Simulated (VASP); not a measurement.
# Cr (Im-3m) in VASP: a series of runs

Aim: see how the results for Cr move with the level of theory and the settings. Levels: PBE, PBEsol. Tasks: single point.

Program: VASP 6.6.1. These are calculated values, not measurements. Logs are shortened: lines on timing, memory, paths and dates and some standing lists are left out, and cuts for length are marked.

## Step 1: The cell of the first run

The structure is cubic, space group Im-3m (No. 229). Conventional cell: a = 2.969 Å, b = 2.969 Å, c = 2.969 Å, α = 90.00°, β = 90.00°, γ = 90.00°. Within 3.4 Å of Cr (site symmetry m-3m) lie 14 Cr at 2.57 to 2.97 Å.

## Step 2: Single point, PBE, collinear spin, ferromagnetic start

Contents of INCAR:

```
ALGO = Normal
EDIFF = 1E-6
ENCUT = 600
GGA = PE
GGA_COMPAT = False
ISIF = 2
ISMEAR = -1
ISPIN = 2
LASPH = True
LCHARG = False
LMAXMIX = 4
LORBIT = 11
LREAL = False
LWAVE = False
MAGMOM = 3.8
NBANDS = 17
NELM = 200
NUPDOWN = 3.8
PREC = Accurate
SIGMA = 0.05
```

Contents of KPOINTS:

```
k-points
0
Gamma
  10 10 10
```

Contents of POSCAR:

```
Cr
1.0
   -1.4844496776      1.4844496776      1.4844496776
    1.4844496776     -1.4844496776      1.4844496776
    1.4844496776      1.4844496776     -1.4844496776
Cr
1
Direct
    0.0000000000      0.0000000000      0.0000000000
```

Potentials or basis: VASP PAW PBE potentials, release 64 (Cr_sv).

On the command line:

```console
cat potpaw_PBE.64/Cr_sv/POTCAR > POTCAR
mpirun -np 1 vasp_std > vasp.out
```

OUTCAR:

```text
EDIFF = 1E-6
   ENCUT = 600
   GGA = PE
   ISIF = 2
   ISMEAR = -1
   ISPIN = 2
   LASPH = True
   LORBIT = 11
   LREAL = False
   NELM = 200
   NUPDOWN = 3.8
   PREC = Accurate

 ion  position               nearest neighbor table
   1  0.000  0.000  0.000-

  LATTYP: Found a body centered cubic cell.
 ALAT       =     2.9688993552

  Lattice vectors:

 A1 = (  -1.4844496776,   1.4844496776,   1.4844496776)
 A2 = (   1.4844496776,  -1.4844496776,   1.4844496776)
 A3 = (   1.4844496776,   1.4844496776,  -1.4844496776)

Analysis of symmetry for initial positions (statically):
=====================================================================
 Subroutine PRICEL returns:
 Original cell was already a primitive cell.

 Routine SETGRP: Setting up the symmetry group for a
 body centered cubic supercell.

 Subroutine GETGRP returns: Found 48 space group operations
 (whereof 48 operations were pure point group operations)
 out of a pool of 48 trial point group operations.

The static configuration has the point symmetry O_h .

Analysis of symmetry for dynamics (positions and initial velocities):
=====================================================================
 Subroutine PRICEL returns:
 Original cell was already a primitive cell.

 Routine SETGRP: Setting up the symmetry group for a
 body centered cubic supercell.

 Subroutine GETGRP returns: Found 48 space group operations
 (whereof 48 operations were pure point group operations)
 out of a pool of 48 trial point group operations.

The dynamic configuration has the point symmetry O_h .

Analysis of structural, dynamic, and magnetic symmetry:
=====================================================================
 Subroutine PRICEL returns:
 Original cell was already a primitive cell.

 Routine SETGRP: Setting up the symmetry group for a
 body centered cubic supercell.

 Subroutine GETGRP returns: Found 48 space group operations
 (whereof 48 operations were pure point group operations)
 out of a pool of 48 trial point group operations.

The overall configuration has the point symmetry O_h .

 Subroutine INISYM returns: Found 48 space group operations
 (whereof 48 operations are pure point group operations),
 and found     1 'primitive' translations

----------------------------------------------------------------------------------------

                                     Primitive cell

  volume of cell :      13.0845

  direct lattice vectors                    reciprocal lattice vectors
[... 95 lines left out ...]
   PSTRESS=    0.0 pullay stress
   NELECT =      14.0000    total number of electrons
   NUPDOWN=       3.8000    fix difference up-down
   EMIN   =  10.00;   EMAX   =-10.00  energy-range for DOS
   EFERMI =   0.00;   METHOD = LEGACY
   ISMEAR =    -1;   SIGMA  =   0.05  broadening in eV -4-tet -1-fermi 0-gaus
   EFERMI_NEDOS =   21; number of points for ismear=-14 and -15
   IALGO  =     38    algorithm
   IMIX   =      4    mixing-type and parameters
     AMIX     =   0.40;   BMIX     =  1.00
     AMIX_MAG =   1.60;   BMIX_MAG =  1.00
  volume/ion in A,a.u.               =      13.08        88.30
  Fermi-wavevector in a.u.,A,eV,Ry     =   1.674424  3.164202 38.146583  2.803695
  Thomas-Fermi vector in A             =   2.759222
   LORBIT       =     11    0 simple, 1 ext, 2 COOP (PROOUT), +10 PAW based schemes
   GGA     = PE    functional components
   LHFCALC =     F    Hartree Fock is set to
   AEXX    =    0.0000 exact exchange contribution
   IVDW    =     0    specifies the selected vdW correction
   LEPSILON=     F    determine dielectric tensor
   LRPA    =     F    only Hartree local field effects (RPA)
 spin polarized calculation
  energy-cutoff  :      600.00
  volume of cell :       13.08
 maximum number of plane-waves:       466
 NGX is ok and might be reduce to    24
   NGX = 11   NGY = 11   NGZ = 11

 number of electron      13.9999995 magnetization       3.7999998

 Free energy of the ion-electron system (eV)
  ---------------------------------------------------
  ext. energy  EPLUGINS =         0.00000000
  ---------------------------------------------------
  free energy    TOTEN  =        -7.54028907 eV

  energy without entropy =       -7.53194929  energy(sigma->0) =       -7.53611918

 E-fermi :  11.6399     XC(G=0): -12.7598

 val. band max:       13.3850020995   @ k =  -0.4000  -0.4000   0.1000
 cond. band min:      11.6723325744   @ k =   0.2000   0.2000   0.2000
 fundamental gap:     -1.7126695251
 Fermi energy:        13.4126875272

 spin component 1

 k-point     1 :       0.0000    0.0000    0.0000
  band No.  band energies     occupation
      1     -59.7766      1.00000
      2     -30.7790      1.00000
      3     -30.7790      1.00000
      4     -30.7790      1.00000
      5       3.8398      1.00000
      6      10.9621      1.00000
[... 459 lines left out ...]
      6      10.2859      1.00000
[... 9 lines left out ...]
     16      38.6730      0.00000
     17      46.1305      0.00000

 [... further k-points ...]

 spin component 2

 k-point     1 :       0.0000    0.0000    0.0000
  band No.  band energies     occupation
      1     -56.4003      1.00000
      2     -27.4334      1.00000
      3     -27.4334      1.00000
      4     -27.4334      1.00000
      5       5.5954      1.00000
      6      14.0738      0.00000
[... 459 lines left out ...]
      6      13.0690      0.00000
[... 9 lines left out ...]
     16      40.6061      0.00000
     17      47.9146      0.00000

 [... further k-points ...]
[... 5 lines left out ...]
  --------------------------------------------------------------------------------------
  -------------------------------------------------------------------------------------
  Total        3.6579835      3.6579835      3.6579835      0.0000000     -0.0000000      0.0000000
  in kB      447.9152998    447.9152998    447.9152998      0.0000000     -0.0000000      0.0000000
  external PRESSURE =     447.9152998 kB  Pullay stress =       0.0000000 kB

 VOLUME and BASIS-vectors are now :
 -----------------------------------------------------------------------------
  energy-cutoff  :      600.00
  volume of cell :       13.08
      direct lattice vectors                 reciprocal lattice vectors
    -1.484449678  1.484449678  1.484449678     0.000000000  0.336825160  0.336825160
     1.484449678 -1.484449678  1.484449678     0.336825160  0.000000000  0.336825160
     1.484449678  1.484449678 -1.484449678     0.336825160  0.336825160  0.000000000

 POSITION                                       TOTAL-FORCE (eV/Angst)
 -----------------------------------------------------------------------------------
      0.00000      0.00000      0.00000         0.000000      0.000000      0.000000
 -----------------------------------------------------------------------------------
    total drift:                               -0.000000      0.000000      0.000000

  FREE ENERGIE OF THE ION-ELECTRON SYSTEM (eV)
  ---------------------------------------------------
  free  energy   TOTEN  =        -7.5402890663 eV

  energy  without entropy=       -7.5319492936  energy(sigma->0) =       -7.53611918

 total charge

# of ion       s       p       d       tot
------------------------------------------
    1        2.178   5.985   3.712  11.875

 magnetization (x)

# of ion       s       p       d       tot
------------------------------------------
    1        0.008   0.050   3.014   3.073
```

OSZICAR:

```text
N       E                     dE             d eps       ncg     rms          rms(c)
DAV:   1     0.178969471504E+03    0.17897E+03   -0.75633E+03  3804   0.124E+03
DAV:   2    -0.326487812314E+00   -0.17930E+03   -0.16846E+03  3257   0.385E+02
DAV:   3    -0.705619014627E+01   -0.67297E+01   -0.66319E+01  4321   0.925E+01
DAV:   4    -0.761068407737E+01   -0.55449E+00   -0.55246E+00  5338   0.198E+01
DAV:   5    -0.761335108929E+01   -0.26670E-02   -0.26668E-02  4207   0.140E+00    0.982E+00
DAV:   6    -0.743015465890E+01    0.18320E+00   -0.74681E-01  4104   0.220E+01    0.450E+00
DAV:   7    -0.751017730428E+01   -0.80023E-01   -0.13284E-01  4899   0.797E+00    0.297E+00
DAV:   8    -0.753515685413E+01   -0.24980E-01   -0.25773E-02  4052   0.323E+00    0.149E+00
DAV:   9    -0.753378408729E+01    0.13728E-02   -0.51266E-03  5571   0.125E+00    0.548E-01
DAV:  10    -0.754028789975E+01   -0.65038E-02   -0.89168E-04  5095   0.404E-01    0.871E-02
DAV:  11    -0.754028213291E+01    0.57668E-05   -0.74092E-05  4359   0.987E-02    0.579E-02
DAV:  12    -0.754028676449E+01   -0.46316E-05   -0.21824E-05  4471   0.720E-02    0.278E-02
DAV:  13    -0.754028881791E+01   -0.20534E-05   -0.12987E-06  3344   0.159E-02    0.334E-03
DAV:  14    -0.754028906632E+01   -0.24840E-06   -0.11963E-07  1810   0.512E-03
   1 F= -.75402891E+01 E0= -.75361192E+01  d E =-.833977E-02  mag=     3.8000
```

stdout:

```text
POSCAR found type information on POSCAR Cr
 POSCAR found :  1 types and       1 ions
 scaLAPACK will be used
 LDA part: xc-table for (Slater+PW92), standard interpolation
 POSCAR, INCAR and KPOINTS ok, starting setup
 FFT: planning ... GRIDC
 FFT: planning ... GRID_SOFT
 FFT: planning ... GRID
 WAVECAR not read
 entering main loop
```

Run time: 22 s. Hardware: 1 thread of AMD EPYC 9R45 (Zen 5), shared host; peak memory 0.12 GiB.

What came out:

| Item | Value |
| --- | --- |
| Free energy | -7.5403 eV |
| Pressure | 44.8 GPa |
| Net moment | 3.80 μB per cell |
| Site moments | Cr +3.07 μB |
| Valence electrons inside the program's atomic spheres | Cr 11.88 |

Caveat: the total moment is fixed, so each spin has its own Fermi level.

## Step 3: Single point, PBEsol, collinear spin, ferromagnetic start

Contents of INCAR:

```
PREC = Accurate
ENCUT = 600
EDIFF = 1E-6
ISMEAR = -1
SIGMA = 0.05
LREAL = False
LASPH = True
NELM = 200
ALGO = Normal
ISIF = 2
LWAVE = False
LCHARG = False
ISPIN = 2
MAGMOM = 0.8
LORBIT = 11
NUPDOWN = 0.8
LMAXMIX = 4
GGA = PS
NBANDS = 17
GGA_COMPAT = False
```

Contents of KPOINTS:

```
regular mesh
0
Gamma
  10 10 10
```

POSCAR is that of step 2.

Potentials or basis: VASP PAW PBE potentials, release 64 (Cr_sv).

On the command line:

```console
cat potpaw_PBE.64/Cr_sv/POTCAR > POTCAR
mpirun -np 1 vasp_std > vasp.out
```

It took 61 s on 1 thread of AMD EPYC 7R43 (Zen 3), shared host; peak memory 0.12 GiB.

The run converged. Its results:

| Item | Value |
| --- | --- |
| Free energy | -9.8780 eV |
| Pressure | -29.0 GPa |
| Net moment | 0.80 μB per cell |
| Site moments | Cr +0.67 μB |
| Valence electrons inside the program's atomic spheres | Cr 11.69 |

Caveat: the PAW data sets were made with another functional, which shifts forces and pressure a little; the total moment is fixed, so each spin has its own Fermi level.

## Step 4: Single point, PBEsol, collinear spin, ferromagnetic start

Contents of INCAR:

```
SYSTEM = Cr
PREC = Accurate ; ENCUT = 600
EDIFF = 1E-6 ; ISMEAR = -1
SIGMA = 0.05 ; LREAL = .FALSE.
LASPH = .TRUE. ; NELM = 200
ALGO = Normal ; ISIF = 2
LWAVE = .FALSE. ; LCHARG = .TRUE.
ISPIN = 2 ; MAGMOM = 4.5
LORBIT = 11 ; NUPDOWN = 4.5
LMAXMIX = 4 ; GGA = PS
LELF = .TRUE. ; LVHAR = .TRUE.
NBANDS = 17 ; GGA_COMPAT = .FALSE.
```

Contents of KPOINTS:

```
regular mesh
0
G
  10 10 10
  0 0 0
```

POSCAR is that of step 3.

On the command line:

```console
cat potpaw_PBE.64/Cr_sv/POTCAR > POTCAR
mpirun -np 1 vasp_std > vasp.out
```

Wall time 12 s (1 thread of Intel Xeon 6975P-C (Granite Rapids), shared host); peak memory 0.15 GiB.

It converged, with:

```yaml
Free_energy: -7.3245 eV
Pressure: 64.1 GPa
Net_moment: 4.50 μB per cell
Site_moments: Cr +3.52 μB
Valence_electrons_inside_the_program's_atomic_spheres: Cr 11.94
```

Caveat: the PAW data sets were made with another functional, which shifts forces and pressure a little; the total moment is fixed, so each spin has its own Fermi level.

## Step 5: The runs side by side

```tsv
level	fixed moment (μB)	pressure (GPa)	moment (μB)
PBE	3.8	44.8	3.80
PBEsol	0.8	-29.0	0.80
PBEsol	4.5	64.1	4.50
```

Alike in all rows: task single point; potentials or basis VASP PAW PBE potentials, release 64 (Cr_sv); spin collinear, ferromagnetic start; cell as given; k mesh 10 × 10 × 10; cutoff (eV) 600; smearing fermi-dirac 0.05 eV.

The pressure there spans -29.0 GPa (PBEsol) to 64.1 GPa (PBEsol); a positive pressure means that this level wants a larger cell, a negative one a smaller.

Caveats: the total moment is fixed, so each spin has its own Fermi level; the PAW data sets were made with another functional, which shifts forces and pressure a little (some runs).

Total energies depend on the potentials used, so only differences within one code and one set of settings carry meaning.
